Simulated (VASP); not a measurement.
# Co3Si4Ni in VASP: a series of runs

The runs below take Co3Si4Ni through single point, with PBE.

Program: VASP 6.6.1. These are calculated values, not measurements. Logs are shortened: lines on timing, memory, paths and dates and some standing lists are left out, and cuts for length are marked.

## 1. The cell of the first run

Symmetry: R3, No. 146, trigonal system. Conventional cell: a = 6.279 Å, b = 6.279 Å, c = 7.728 Å, α = 90.00°, β = 90.00°, γ = 120.00°. Co (site symmetry 1) has 7 Si at 2.32 to 2.44 Å and 2 Ni at 2.71 to 2.74 Å and 4 Co at 2.73 to 2.76 Å within 3.1 Å. Within 3.1 Å of Si (site symmetry 1) lie 5 Co at 2.32 to 2.44 Å and 2 Ni at 2.35 to 2.44 Å and 6 Si at 2.72 to 2.77 Å. Within 3.1 Å of Si (site symmetry 3) lie 6 Co at 2.36 to 2.43 Å and 1 Ni at 2.36 Å and 6 Si at 2.72 to 2.77 Å. Within 3.1 Å of Ni (site symmetry 3) lie 7 Si at 2.35 to 2.44 Å and 6 Co at 2.71 to 2.74 Å.

## 2. Single point, PBE

INCAR

```
SYSTEM = Co3Si4Ni
PREC     = Accurate       ! precision mode
ENCUT    = 520            ! plane-wave cutoff, eV
EDIFF    = 1E-6           ! SCF threshold, eV
ISMEAR   = 0              ! smearing method
SIGMA    = 0.1            ! smearing width, eV
LREAL    = .False.        ! projectors in reciprocal space
LASPH    = .True.         ! aspherical terms in the spheres
NELM     = 80             ! most SCF steps
ALGO     = Normal         ! electronic algorithm
ISIF     = 2              ! what is computed and relaxed
LWAVE    = .False.        ! write WAVECAR
LCHARG   = .False.        ! write CHGCAR
GGA      = PE             ! functional
NBANDS   = 36             ! bands
```

KPOINTS

```
regular mesh
0
Gamma
  6 6 6
  0 0 0
```

POSCAR

```
Co3Si4Ni
1.0
    3.1394941000      1.8125878000      2.5759771000
   -3.1394941000      1.8125878000      2.5759771000
    0.0000000000     -3.6251755000      2.5759771000
Co Si Ni
3 4 1
Direct
    0.6437600000      0.1495380000      0.8555230000
    0.8555230000      0.6437600000      0.1495380000
    0.1495380000      0.8555230000      0.6437600000
    0.3445620000      0.8425560000      0.1524000000
    0.6587210000      0.6587210000      0.6587210000
    0.1524000000      0.3445620000      0.8425560000
    0.8425560000      0.1524000000      0.3445620000
    0.3529390000      0.3529390000      0.3529390000
```

Potentials or basis: VASP PAW PBE potentials, release 64 (Co, Si, Ni).

The run is started by

```bash
$ cat potpaw_PBE.64/Co/POTCAR potpaw_PBE.64/Si/POTCAR potpaw_PBE.64/Ni/POTCAR > POTCAR
$ mpirun -np 1 vasp_std > vasp.out
```

OUTCAR:

```text
SYSTEM = Co3Si4Ni
   PREC = Accurate
   ENCUT = 520
   EDIFF = 1E-6
   ISMEAR = 0
   LREAL = .False.
   LASPH = .True.
   NELM = 80
   ISIF = 2
   GGA = PE

 ion  position               nearest neighbor table
   1  0.644  0.150  0.856-   4 2.32   6 2.35   7 2.35   5 2.36   6 2.43   5 2.43   7 2.44   8 2.71
                             2 2.73   3 2.73   8 2.74   3 2.76   2 2.76
   2  0.856  0.644  0.150-   6 2.32   7 2.35   4 2.35   5 2.36   7 2.43   5 2.43   4 2.44   8 2.71
                             3 2.73   1 2.73   8 2.74   1 2.76   3 2.76
   3  0.150  0.856  0.644-   7 2.32   4 2.35   6 2.35   5 2.36   4 2.43   5 2.43   6 2.44   8 2.71
                             2 2.73   1 2.73   8 2.74   1 2.76   2 2.76
   4  0.345  0.843  0.152-   1 2.32   3 2.35   2 2.35   8 2.35   3 2.43   2 2.44   8 2.44   5 2.72
                             6 2.75   7 2.75   7 2.75   6 2.75   5 2.77
   5  0.659  0.659  0.659-   2 2.36   1 2.36   3 2.36   8 2.36   2 2.43   3 2.43   1 2.43   4 2.72
                             6 2.72   7 2.72   4 2.77   7 2.77   6 2.77
   6  0.152  0.345  0.843-   2 2.32   1 2.35   3 2.35   8 2.35   1 2.43   3 2.44   8 2.44   5 2.72
                             7 2.75   4 2.75   4 2.75   7 2.75   5 2.77
   7  0.843  0.152  0.345-   3 2.32   2 2.35   1 2.35   8 2.35   2 2.43   1 2.44   8 2.44   5 2.72
                             6 2.75   4 2.75   4 2.75   6 2.75   5 2.77
   8  0.353  0.353  0.353-   6 2.35   7 2.35   4 2.35   5 2.36   6 2.44   4 2.44   7 2.44   1 2.71
                             2 2.71   3 2.71   1 2.74   3 2.74   2 2.74

  LATTYP: Found a trigonal (rhomboedric) cell.
 ALAT       =     4.4471963556
 COS(alpha) =     0.0032718470

  Lattice vectors:

 A1 = (   3.1394941000,   1.8125878000,   2.5759771000)
 A2 = (  -3.1394941000,   1.8125878000,   2.5759771000)
 A3 = (   0.0000000000,  -3.6251755000,   2.5759771000)

Analysis of symmetry for initial positions (statically):
=====================================================================
 Subroutine PRICEL returns:
 Original cell was already a primitive cell.

 Routine SETGRP: Setting up the symmetry group for a
 trigonal (rhombohedral) supercell.

 Subroutine GETGRP returns: Found  3 space group operations
 (whereof  3 operations were pure point group operations)
 out of a pool of 12 trial point group operations.

The static configuration has the point symmetry C_3 .

Analysis of symmetry for dynamics (positions and initial velocities):
=====================================================================
 Subroutine PRICEL returns:
 Original cell was already a primitive cell.

 Routine SETGRP: Setting up the symmetry group for a
 trigonal (rhombohedral) supercell.

 Subroutine GETGRP returns: Found  3 space group operations
 (whereof  3 operations were pure point group operations)
 out of a pool of 12 trial point group operations.

The dynamic configuration has the point symmetry C_3 .

 Subroutine INISYM returns: Found  3 space group operations
 (whereof  3 operations are pure point group operations),
 and found     1 'primitive' translations

----------------------------------------------------------------------------------------

                                     Primitive cell

  volume of cell :      87.9533

  direct lattice vectors                    reciprocal lattice vectors
     3.139494100  1.812587800  2.575977100     0.159261328  0.091949571  0.129400735
    -3.139494100  1.812587800  2.575977100    -0.159261328  0.091949571  0.129400735
     0.000000000 -3.625175500  2.575977100     0.000000000 -0.183899141  0.129400739

  length of vectors
     4.447196393  4.447196393  4.447196356     0.224863168  0.224863168  0.224863170

  position of ions in fractional coordinates (direct lattice)
     0.643760000  0.149538000  0.855523000
     0.855523000  0.643760000  0.149538000
     0.149538000  0.855523000  0.643760000
     0.344562000  0.842556000  0.152400000
     0.658721000  0.658721000  0.658721000
     0.152400000  0.344562000  0.842556000
     0.842556000  0.152400000  0.344562000
     0.352939000  0.352939000  0.352939000

  ion indices of the primitive-cell ions
   primitive index   ion index
                 1           1
                 2           2
                 3           3
                 4           4
                 5           5
                 6           6
                 7           7
                 8           8

----------------------------------------------------------------------------------------

 KPOINTS: regular mesh

Automatic generation of k-mesh.
 Grid dimensions read from file:
 generate k-points for:    6    6    6

 Generating k-lattice:

  Cartesian coordinates                     Fractional coordinates (reciprocal lattice)
     0.026543555  0.015324928  0.021566789     0.166666667  0.000000000  0.000000000
    -0.026543555  0.015324928  0.021566789     0.000000000  0.166666667  0.000000000
     0.000000000 -0.030649857  0.021566790    -0.000000000 -0.000000000  0.166666667

  Length of vectors
     0.037477195  0.037477195  0.037477195

  Shift w.r.t. Gamma in fractional coordinates (k-lattice)
     0.000000000  0.000000000  0.000000000

 Subroutine IBZKPT returns following result:
 ===========================================

 Found     40 irreducible k-points:

 Following reciprocal coordinates:
            Coordinates               Weight
  0.000000  0.000000  0.000000      1.000000
  0.166667  0.000000  0.000000      6.000000
  0.333333  0.000000  0.000000      6.000000
  0.500000 -0.000000  0.000000      3.000000
  0.166667  0.166667  0.000000      6.000000
  0.333333  0.166667  0.000000      6.000000
[... 16 lines left out ...]
  0.333333  0.333333  0.166667      6.000000
  0.500000  0.333333  0.166667      6.000000
 [... further k-points ...]
   k-points           NKPTS =     40   k-points in BZ     NKDIM =     40   number of bands    NBANDS=     36
   number of dos      NEDOS =    301   number of ions     NIONS =      8
   total plane-waves  NPLWV =  46656
   dimension x,y,z NGX =    36 NGY =   36 NGZ =   36
   dimension x,y,z NGXF=    72 NGYF=   72 NGZF=   72
   ions per type =               3   4   1
   NGX,Y,Z   is equivalent  to a cutoff of  13.46, 13.46, 13.46 a.u.
   NGXF,Y,Z  is equivalent  to a cutoff of  26.92, 26.92, 26.92 a.u.
 SYSTEM =  Co3Si4Ni
   PREC   = accura    normal or accurate (medium, high low for compatibility)
   ISTART =      0    job   : 0-new  1-cont  2-samecut
   ICHARG =      2    charge: 1-file 2-atom 10-const
   ISPIN  =      1    spin polarized calculation?
   LNONCOLLINEAR =      F non collinear calculations
   LSORBIT =      F    spin-orbit coupling
   LASPH  =      T    aspherical Exc in radial PAW
   ENCUT  =  520.0 eV  38.22 Ry    6.18 a.u.   8.27  8.27  8.27*2*pi/ulx,y,z
   NELM   =     80;   NELMIN=  2; NELMDL= -5     # of ELM steps
   EDIFF  = 0.1E-05   stopping-criterion for ELM
   LREAL  =      F    real-space projection
   EDIFFG = 0.1E-04   stopping-criterion for IOM
   NSW    =      0    number of steps for IOM
   IBRION =     -1    ionic relax: 0-MD 1-quasi-New 2-CG
   NFREE  =      0    steps in history (QN), initial steepest desc. (CG)
   ISIF   =      2    stress and relaxation
   ISYM   =      2    0-nonsym 1-usesym 2-fastsym
   POTIM  = 0.5000    time-step for ionic-motion
   TEBEG  =    0.0;   TEEND  =   0.0 temperature during run
   PSTRESS=    0.0 pullay stress
   NELECT =      53.0000    total number of electrons
   NUPDOWN=      -1.0000    fix difference up-down
   EMIN   =  10.00;   EMAX   =-10.00  energy-range for DOS
   EFERMI =   0.00;   METHOD = LEGACY
   ISMEAR =     0;   SIGMA  =   0.10  broadening in eV -4-tet -1-fermi 0-gaus
   EFERMI_NEDOS =   21; number of points for ismear=-14 and -15
   IALGO  =     38    algorithm
   IMIX   =      4    mixing-type and parameters
     AMIX     =   0.40;   BMIX     =  1.00
     AMIX_MAG =   1.60;   BMIX_MAG =  1.00
  volume/ion in A,a.u.               =      10.99        74.19
  Fermi-wavevector in a.u.,A,eV,Ry     =   1.382768  2.613054 26.015001  1.912049
  Thomas-Fermi vector in A             =   2.507429
   LORBIT       =      0    0 simple, 1 ext, 2 COOP (PROOUT), +10 PAW based schemes
   GGA     = PE    functional components
   LHFCALC =     F    Hartree Fock is set to
   AEXX    =    0.0000 exact exchange contribution
   IVDW    =     0    specifies the selected vdW correction
   LEPSILON=     F    determine dielectric tensor
   LRPA    =     F    only Hartree local field effects (RPA)
 non-spin polarized calculation
 Gauss-broadening in eV      SIGMA  =   0.10
  energy-cutoff  :      520.00
  volume of cell :       87.95
 maximum number of plane-waves:      2383
 NGX is ok and might be reduce to    36
   NGX = 17   NGY = 17   NGZ = 17

 number of electron      53.0000017 magnetization

 Free energy of the ion-electron system (eV)
  ---------------------------------------------------
  ext. energy  EPLUGINS =         0.00000000
  ---------------------------------------------------
  free energy    TOTEN  =       -52.87459177 eV

  energy without entropy =      -52.85492250  energy(sigma->0) =      -52.86475713

 E-fermi :  12.2937     XC(G=0): -12.7972

 val. band max:       12.2855075261   @ k =   0.3333  -0.1667   0.5000
 cond. band min:      12.2971609423   @ k =  -0.1667   0.1667   0.1667
 fundamental gap:      0.0116534162
 Fermi energy:        12.2936548887

 k-point     1 :       0.0000    0.0000    0.0000
  band No.  band energies     occupation
      1      -1.7395      2.00000
      2       3.7283      2.00000
      3       3.7283      2.00000
      4       3.7507      2.00000
      5       6.3485      2.00000
      6       6.4085      2.00000
[... 28 lines left out ...]
     35      15.3755      0.00000
     36      16.5722      0.00000

 k-point     2 :       0.1667    0.0000    0.0000
  band No.  band energies     occupation
      1      -1.5349      2.00000
      2       2.6289      2.00000
      3       3.8679      2.00000
      4       4.4562      2.00000
      5       5.8854      2.00000
      6       6.5050      2.00000
[... 850 lines left out ...]
 k-point    24 :       0.5000    0.3333    0.1667
  band No.  band energies     occupation
      1       0.8952      2.00000
      2       0.9268      2.00000
      3       3.1330      2.00000
      4       3.1787      2.00000
      5       5.5808      2.00000
      6       5.6423      2.00000
[... 28 lines left out ...]
     35      17.5522      0.00000
     36      17.5970      0.00000

 [... further k-points ...]

------------------------ aborting loop because EDIFF is reached ----------------------------------------

  FORCE on cell =-STRESS in cart. coord.  units (eV):
  Direction    XX          YY          ZZ          XY          YZ          ZX
  --------------------------------------------------------------------------------------
  -------------------------------------------------------------------------------------
  Total       -0.0669932     -0.0669932     -0.0284283      0.0000000     -0.0000000      0.0000000
  in kB       -1.2203643     -1.2203643     -0.5178574      0.0000001     -0.0000000      0.0000000
  external PRESSURE =      -0.9861954 kB  Pullay stress =       0.0000000 kB

 VOLUME and BASIS-vectors are now :
 -----------------------------------------------------------------------------
  energy-cutoff  :      520.00
  volume of cell :       87.95
      direct lattice vectors                 reciprocal lattice vectors
     3.139494100  1.812587800  2.575977100     0.159261328  0.091949571  0.129400735
    -3.139494100  1.812587800  2.575977100    -0.159261328  0.091949571  0.129400735
     0.000000000 -3.625175500  2.575977100     0.000000000 -0.183899141  0.129400739

 POSITION                                       TOTAL-FORCE (eV/Angst)
 -----------------------------------------------------------------------------------
      1.55161     -1.66350      4.24733         0.002560      0.002262     -0.000527
      0.66483      2.17548      4.24733        -0.003238      0.001086     -0.000527
     -2.21644     -0.51198      4.24733         0.000679     -0.003348     -0.000527
     -1.56345      1.59928      3.45057        -0.001381      0.008111     -0.002012
      0.00000      0.00000      5.09055        -0.000000      0.000000      0.000380
     -0.60329     -2.15363      3.45057        -0.006334     -0.005252     -0.002012
      2.16674      0.55435      3.45057         0.007715     -0.002859     -0.002012
      0.00000      0.00000      2.72749        -0.000000      0.000000      0.007238
 -----------------------------------------------------------------------------------
    total drift:                                0.000000     -0.000003      0.000144

  FREE ENERGIE OF THE ION-ELECTRON SYSTEM (eV)
  ---------------------------------------------------
  free  energy   TOTEN  =       -52.8745917703 eV

  energy  without entropy=      -52.8549224975  energy(sigma->0) =      -52.86475713
```

Wall time 4.1 min (1 thread of Intel Xeon 8259CL, shared host); peak memory 0.28 GiB.

Results:

| Item | Value |
| --- | --- |
| Free energy | -52.8746 eV |
| Pressure | -0.1 GPa |
| Largest force | 0.008 eV/Å |
| Band gap on the k mesh | zero (an odd number of electrons rules out a gap without spin polarisation) |

Forces in eV/Å, atoms in the order of the input:
```
Co   0.003  0.002 -0.001
Co  -0.003  0.001 -0.001
Co   0.001 -0.003 -0.001
Si  -0.001  0.008 -0.002
Si   0.000  0.000  0.000
Si  -0.006 -0.005 -0.002
Si   0.008 -0.003 -0.002
Ni   0.000  0.000  0.007
```

Caveat: the run has no spin polarisation, though such a crystal can be magnetic.

[end of part 1 of 2]
